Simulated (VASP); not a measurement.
# SnO (Pmn2_1) in VASP: a series of runs

Runs on SnO. Level: PBE. Tasks: single point.

All numbers are computed with VASP 6.6.1; they aren't measurements. Logs are shortened: lines on timing, memory, paths and dates and some standing lists are left out, and cuts for length are marked.

### 1 The cell of the first run

Symmetry: Pmn2_1, No. 31, orthorhombic system. The conventional cell has a = 3.355 Å, b = 5.674 Å, c = 4.222 Å, α = 90.00°, β = 90.00°, γ = 90.00°. Sn (site symmetry m) has 3 O at 2.15 to 2.16 Å within 2.8 Å. O (site symmetry m) has 3 Sn at 2.15 to 2.16 Å within 2.8 Å.

### 2 Single point, PBE

File INCAR:

```
SYSTEM = SnO
PREC = Accurate
ENCUT = 520
EDIFF = 1E-6
ISMEAR = -1
SIGMA = 0.05
LREAL = .FALSE.
LASPH = .TRUE.
NELM = 60
ALGO = Normal
ISIF = 2
LWAVE = .FALSE.
LCHARG = .FALSE.
GGA = PE
NBANDS = 28
```

File KPOINTS:

```
regular mesh
0
G
  8 5 6
  0 0 0
```

File POSCAR:

```
SnO
1.0
    3.3550050000      0.0000000000      0.0000000000
    0.0000000000      5.6741040000      0.0000000000
    0.0000000000      0.0000000000      4.2219700000
Sn O
2 2
Direct
    0.5000000000      0.7680910000      0.0131440000
    0.0000000000      0.2319090000      0.5131440000
    0.5000000000      0.1087500000      0.2368570000
    0.0000000000      0.8912500000      0.7368570000
```

Potentials or basis: VASP PAW PBE potentials, release 64 (Sn_d, O).

Run with:

```
cat potpaw_PBE.64/Sn_d/POTCAR potpaw_PBE.64/O/POTCAR > POTCAR
mpirun -np 1 vasp_std > vasp.out
```

OUTCAR:

```text
SYSTEM = SnO
   PREC = Accurate
   ENCUT = 520
   EDIFF = 1E-6
   ISMEAR = -1
   LREAL = .FALSE.
   LASPH = .TRUE.
   NELM = 60
   ISIF = 2
   GGA = PE

 ion  position               nearest neighbor table
   1  0.500  0.768  0.013-   3 2.15   4 2.16   4 2.16
   2  0.000  0.232  0.513-   4 2.15   3 2.16   3 2.16
   3  0.500  0.109  0.237-   1 2.15   2 2.16   2 2.16
   4  0.000  0.891  0.737-   2 2.15   1 2.16   1 2.16

  LATTYP: Found a simple orthorhombic cell.
 ALAT       =     3.3550050000
 B/A-ratio  =     1.2584094510
 C/A-ratio  =     1.6912356315

  Lattice vectors:

 A1 = (  -3.3550050000,   0.0000000000,   0.0000000000)
 A2 = (   0.0000000000,   0.0000000000,   4.2219700000)
 A3 = (   0.0000000000,   5.6741040000,   0.0000000000)

Analysis of symmetry for initial positions (statically):
=====================================================================
 Subroutine PRICEL returns:
 Original cell was already a primitive cell.

 Routine SETGRP: Setting up the symmetry group for a
 simple orthorhombic supercell.

 Subroutine GETGRP returns: Found  4 space group operations
 (whereof  2 operations were pure point group operations)
 out of a pool of  8 trial point group operations.

The static configuration has the point symmetry C_1h.
 The point group associated with its full space group is C_2v.

Analysis of symmetry for dynamics (positions and initial velocities):
=====================================================================
 Subroutine PRICEL returns:
 Original cell was already a primitive cell.

 Routine SETGRP: Setting up the symmetry group for a
 simple orthorhombic supercell.

 Subroutine GETGRP returns: Found  4 space group operations
 (whereof  2 operations were pure point group operations)
 out of a pool of  8 trial point group operations.

The dynamic configuration has the point symmetry C_1h.
 The point group associated with its full space group is C_2v.

 Subroutine INISYM returns: Found  4 space group operations
 (whereof  2 operations are pure point group operations),
 and found     1 'primitive' translations

----------------------------------------------------------------------------------------

                                     Primitive cell

  volume of cell :      80.3722

  direct lattice vectors                    reciprocal lattice vectors
[... 83 lines left out ...]
   ISTART =      0    job   : 0-new  1-cont  2-samecut
   ICHARG =      2    charge: 1-file 2-atom 10-const
   ISPIN  =      1    spin polarized calculation?
   LNONCOLLINEAR =      F non collinear calculations
   LSORBIT =      F    spin-orbit coupling
   LASPH  =      T    aspherical Exc in radial PAW
   ENCUT  =  520.0 eV  38.22 Ry    6.18 a.u.   6.24 10.55  7.85*2*pi/ulx,y,z
   NELM   =     60;   NELMIN=  2; NELMDL= -5     # of ELM steps
   EDIFF  = 0.1E-05   stopping-criterion for ELM
   LREAL  =      F    real-space projection
   EDIFFG = 0.1E-04   stopping-criterion for IOM
   NSW    =      0    number of steps for IOM
   IBRION =     -1    ionic relax: 0-MD 1-quasi-New 2-CG
   NFREE  =      0    steps in history (QN), initial steepest desc. (CG)
   ISIF   =      2    stress and relaxation
   ISYM   =      2    0-nonsym 1-usesym 2-fastsym
   POTIM  = 0.5000    time-step for ionic-motion
   TEBEG  =    0.0;   TEEND  =   0.0 temperature during run
   PSTRESS=    0.0 pullay stress
   NELECT =      40.0000    total number of electrons
   NUPDOWN=      -1.0000    fix difference up-down
   EMIN   =  10.00;   EMAX   =-10.00  energy-range for DOS
   EFERMI =   0.00;   METHOD = LEGACY
   ISMEAR =    -1;   SIGMA  =   0.05  broadening in eV -4-tet -1-fermi 0-gaus
   EFERMI_NEDOS =   21; number of points for ismear=-14 and -15
   IALGO  =     38    algorithm
   IMIX   =      4    mixing-type and parameters
     AMIX     =   0.40;   BMIX     =  1.00
     AMIX_MAG =   1.60;   BMIX_MAG =  1.00
  volume/ion in A,a.u.               =      20.09       135.59
  Fermi-wavevector in a.u.,A,eV,Ry     =   1.297357  2.451650 22.900458  1.683136
  Thomas-Fermi vector in A             =   2.428755
   LORBIT       =      0    0 simple, 1 ext, 2 COOP (PROOUT), +10 PAW based schemes
   GGA     = PE    functional components
   LHFCALC =     F    Hartree Fock is set to
   AEXX    =    0.0000 exact exchange contribution
   IVDW    =     0    specifies the selected vdW correction
   LEPSILON=     F    determine dielectric tensor
   LRPA    =     F    only Hartree local field effects (RPA)
 non-spin polarized calculation
  energy-cutoff  :      520.00
  volume of cell :       80.37
 maximum number of plane-waves:      2186
 NGX is ok and might be reduce to    28
   NGX = 13   NGY = 21   NGZ = 15

 number of electron      39.9999992 magnetization

 Free energy of the ion-electron system (eV)
  ---------------------------------------------------
  ext. energy  EPLUGINS =         0.00000000
  ---------------------------------------------------
  free energy    TOTEN  =       -22.44302730 eV

  energy without entropy =      -22.44302728  energy(sigma->0) =      -22.44302729

 E-fermi :   5.5924     XC(G=0):  -9.5358

 val. band max:        4.8532920372   @ k =   0.0000   0.0000   0.0000
 cond. band min:       6.3451177650   @ k =   0.3750   0.4000   0.0000
 fundamental gap:      1.4918257279
 Fermi energy:         5.5923647839

 k-point     1 :       0.0000    0.0000    0.0000
  band No.  band energies     occupation
      1     -16.3641      2.00000
      2     -16.0462      2.00000
      3     -15.9647      2.00000
      4     -15.9390      2.00000
      5     -15.9116      2.00000
      6     -15.8786      2.00000
[... 733 lines left out ...]
     27      13.8327      0.00000
     28      14.8651      0.00000

 [... further k-points ...]
[... 5 lines left out ...]
  --------------------------------------------------------------------------------------
  -------------------------------------------------------------------------------------
  Total        0.1892732      0.3369811      0.2617251      0.0000000      0.0000000      0.0000000
  in kB        3.7730640      6.7175437      5.2173537      0.0000000      0.0000000      0.0000000
  external PRESSURE =       5.2359871 kB  Pullay stress =       0.0000000 kB

 VOLUME and BASIS-vectors are now :
 -----------------------------------------------------------------------------
  energy-cutoff  :      520.00
  volume of cell :       80.37
      direct lattice vectors                 reciprocal lattice vectors
     3.355005000  0.000000000  0.000000000     0.298062149  0.000000000  0.000000000
     0.000000000  5.674104000  0.000000000     0.000000000  0.176239279  0.000000000
     0.000000000  0.000000000  4.221970000     0.000000000  0.000000000  0.236856254

 POSITION                                       TOTAL-FORCE (eV/Angst)
 -----------------------------------------------------------------------------------
      1.67750      4.35823      0.05549         0.000000      0.038684     -0.000016
      0.00000      1.31588      2.16648         0.000000     -0.038684     -0.000016
      1.67750      0.61706      1.00000         0.000000     -0.061914      0.000016
      0.00000      5.05705      3.11099         0.000000      0.061914      0.000016
 -----------------------------------------------------------------------------------
    total drift:                                0.000000      0.000000      0.000094

  FREE ENERGIE OF THE ION-ELECTRON SYSTEM (eV)
  ---------------------------------------------------
  free  energy   TOTEN  =       -22.4430272985 eV

  energy  without entropy=      -22.4430272823  energy(sigma->0) =      -22.44302729
```

OSZICAR:

```text
N       E                     dE             d eps       ncg     rms          rms(c)
DAV:   1     0.435833613439E+03    0.43583E+03   -0.20435E+04  3480   0.210E+03
DAV:   2     0.431287196977E+02   -0.39270E+03   -0.37665E+03  3500   0.538E+02
DAV:   3    -0.230473437821E+02   -0.66176E+02   -0.65103E+02  3824   0.188E+02
DAV:   4    -0.263568150279E+02   -0.33095E+01   -0.32912E+01  3876   0.456E+01
DAV:   5    -0.264410808307E+02   -0.84266E-01   -0.84250E-01  3756   0.779E+00    0.120E+01
DAV:   6    -0.225309084691E+02    0.39102E+01   -0.17993E+01  5476   0.477E+01    0.535E+00
DAV:   7    -0.224731306784E+02    0.57778E-01   -0.22974E+00  3904   0.918E+00    0.261E+00
DAV:   8    -0.224515623429E+02    0.21568E-01   -0.34363E-01  4276   0.397E+00    0.816E-01
DAV:   9    -0.224419166655E+02    0.96457E-02   -0.50495E-02  5472   0.228E+00    0.247E-01
DAV:  10    -0.224436636514E+02   -0.17470E-02   -0.93186E-03  4700   0.879E-01    0.176E-01
DAV:  11    -0.224429844680E+02    0.67918E-03   -0.25229E-03  5212   0.475E-01    0.222E-02
DAV:  12    -0.224430315778E+02   -0.47110E-04   -0.41527E-04  3552   0.114E-01    0.328E-02
DAV:  13    -0.224430277785E+02    0.37992E-05   -0.25929E-05  4812   0.524E-02    0.996E-03
DAV:  14    -0.224430272985E+02    0.48003E-06   -0.29548E-06  3644   0.123E-02
   1 F= -.22443027E+02 E0= -.22443027E+02  d E =-.162651E-07
```

stdout:

```text
POSCAR found type information on POSCAR SnO
 POSCAR found :  2 types and       4 ions
 scaLAPACK will be used
 LDA part: xc-table for (Slater+PW92), standard interpolation
 POSCAR, INCAR and KPOINTS ok, starting setup
 FFT: planning ... GRIDC
 FFT: planning ... GRID_SOFT
 FFT: planning ... GRID
 WAVECAR not read
 entering main loop
```

Run time: 48 s. Hardware: 1 thread of Intel Xeon 6975P-C (Granite Rapids), shared host; peak memory 0.25 GiB.

Results:

```
Free energy            : -22.4430 eV
Pressure               : 0.5 GPa
Largest force          : 0.062 eV/Å
Band gap on the k mesh : 1.49 eV, indirect (least direct gap 2.07 eV)
```

Forces in eV/Å, atoms in the order of the input:
```
Sn   0.000  0.039  0.000
Sn   0.000 -0.039  0.000
O    0.000 -0.062  0.000
O    0.000  0.062  0.000
```

Levels at points of the mesh, in eV from the valence-band top:
```tsv
k point	band 17	band 18	band 19	band 20	band 21	band 22	band 23	band 24
(0.00, 0.00, 0.00)	-3.46	-2.62	-2.03	0.00	2.68	3.18	5.91	5.91
(0.50, 0.00, 0.00)	-2.56	-2.56	-1.24	-1.24	2.60	2.60	5.53	5.53
(0.00, 0.00, 0.50)	-3.17	-3.17	-1.65	-1.65	2.69	2.69	5.23	5.23
(0.50, 0.00, 0.50)	-3.12	-3.12	-1.07	-1.07	2.10	2.10	4.63	4.63
```

Caveat: spin-orbit coupling is left out, which moves the levels of the heavy elements. A k mesh can miss the band edges.

### 3 Single point, PBE

File INCAR:

```
PREC     = Accurate       # precision mode
ENCUT    = 520            # plane-wave cutoff, eV
EDIFF    = 1E-6           # SCF threshold, eV
ISMEAR   = -1             # smearing method
SIGMA    = 0.05           # smearing width, eV
LREAL    = False          # projectors in reciprocal space
LASPH    = True           # aspherical terms in the spheres
NELM     = 60             # most SCF steps
ALGO     = Normal         # electronic algorithm
ISIF     = 2              # what is computed and relaxed
LWAVE    = False          # write WAVECAR
LCHARG   = False          # write CHGCAR
GGA      = PE             # functional
NBANDS   = 28             # bands
```

File KPOINTS:

```
Automatic mesh
0
Gamma
  8 5 6
```

POSCAR is that of step 2.

Potentials or basis: VASP PAW PBE potentials, release 64 (Sn_d, O).

Run with:

```
cat potpaw_PBE.64/Sn_d/POTCAR potpaw_PBE.64/O/POTCAR > POTCAR
mpirun -np 1 vasp_std > vasp.out
```

OUTCAR:

```text
PREC = Accurate
   ENCUT = 520
   EDIFF = 1E-6
   ISMEAR = -1
   LREAL = False
   LASPH = True
   NELM = 60
   ISIF = 2
   GGA = PE

 ion  position               nearest neighbor table
   1  0.500  0.768  0.013-   3 2.15   4 2.16   4 2.16
   2  0.000  0.232  0.513-   4 2.15   3 2.16   3 2.16
   3  0.500  0.109  0.237-   1 2.15   2 2.16   2 2.16
   4  0.000  0.891  0.737-   2 2.15   1 2.16   1 2.16

  LATTYP: Found a simple orthorhombic cell.
 ALAT       =     3.3550050000
 B/A-ratio  =     1.2584094510
 C/A-ratio  =     1.6912356315

  Lattice vectors:

 A1 = (  -3.3550050000,   0.0000000000,   0.0000000000)
 A2 = (   0.0000000000,   0.0000000000,   4.2219700000)
 A3 = (   0.0000000000,   5.6741040000,   0.0000000000)

Analysis of symmetry for initial positions (statically):
=====================================================================
 Subroutine PRICEL returns:
 Original cell was already a primitive cell.

[... 165 lines left out ...]
 number of electron      39.9999992 magnetization

 Free energy of the ion-electron system (eV)
  ---------------------------------------------------
  ext. energy  EPLUGINS =         0.00000000
  ---------------------------------------------------
  free energy    TOTEN  =       -22.44302730 eV

  energy without entropy =      -22.44302728  energy(sigma->0) =      -22.44302729

 E-fermi :   5.5924     XC(G=0):  -9.5358

 val. band max:        4.8532920372   @ k =   0.0000   0.0000   0.0000
 cond. band min:       6.3451177650   @ k =   0.3750   0.4000   0.0000
 fundamental gap:      1.4918257279
 Fermi energy:         5.5923647839

 k-point     1 :       0.0000    0.0000    0.0000
  band No.  band energies     occupation
      1     -16.3641      2.00000
      2     -16.0462      2.00000
      3     -15.9647      2.00000
      4     -15.9390      2.00000
      5     -15.9116      2.00000
      6     -15.8786      2.00000
[... 733 lines left out ...]
     27      13.8327      0.00000
     28      14.8651      0.00000

 [... further k-points ...]
[... 5 lines left out ...]
  --------------------------------------------------------------------------------------
  -------------------------------------------------------------------------------------
  Total        0.1892732      0.3369811      0.2617251      0.0000000      0.0000000      0.0000000
  in kB        3.7730640      6.7175437      5.2173537      0.0000000      0.0000000      0.0000000
  external PRESSURE =       5.2359871 kB  Pullay stress =       0.0000000 kB

 VOLUME and BASIS-vectors are now :
 -----------------------------------------------------------------------------
  energy-cutoff  :      520.00
  volume of cell :       80.37
      direct lattice vectors                 reciprocal lattice vectors
     3.355005000  0.000000000  0.000000000     0.298062149  0.000000000  0.000000000
     0.000000000  5.674104000  0.000000000     0.000000000  0.176239279  0.000000000
     0.000000000  0.000000000  4.221970000     0.000000000  0.000000000  0.236856254

 POSITION                                       TOTAL-FORCE (eV/Angst)
 -----------------------------------------------------------------------------------
      1.67750      4.35823      0.05549         0.000000      0.038684     -0.000016
      0.00000      1.31588      2.16648         0.000000     -0.038684     -0.000016
      1.67750      0.61706      1.00000         0.000000     -0.061914      0.000016
      0.00000      5.05705      3.11099         0.000000      0.061914      0.000016
 -----------------------------------------------------------------------------------
    total drift:                                0.000000      0.000000      0.000094

  FREE ENERGIE OF THE ION-ELECTRON SYSTEM (eV)
  ---------------------------------------------------
  free  energy   TOTEN  =       -22.4430272985 eV

  energy  without entropy=      -22.4430272823  energy(sigma->0) =      -22.44302729
```

stdout:

```text
POSCAR found type information on POSCAR SnO
 POSCAR found :  2 types and       4 ions
 scaLAPACK will be used
 LDA part: xc-table for (Slater+PW92), standard interpolation
 POSCAR, INCAR and KPOINTS ok, starting setup
 FFT: planning ... GRIDC
 FFT: planning ... GRID_SOFT
 FFT: planning ... GRID
 WAVECAR not read
 entering main loop
```

It took 48 s on 1 thread of Intel Xeon 6975P-C (Granite Rapids), shared host; peak memory 0.25 GiB.

What came out:

```
Free energy            : -22.4430 eV
Pressure               : 0.5 GPa
Largest force          : 0.062 eV/Å
Band gap on the k mesh : 1.49 eV, indirect (least direct gap 2.07 eV)
```

Forces in eV/Å, atoms in the order of the input:
```
Sn   0.000  0.039  0.000
Sn   0.000 -0.039  0.000
O    0.000 -0.062  0.000
O    0.000  0.062  0.000
```

Caveat: spin-orbit coupling is left out, which moves the levels of the heavy elements.

[end of part 1 of 2]
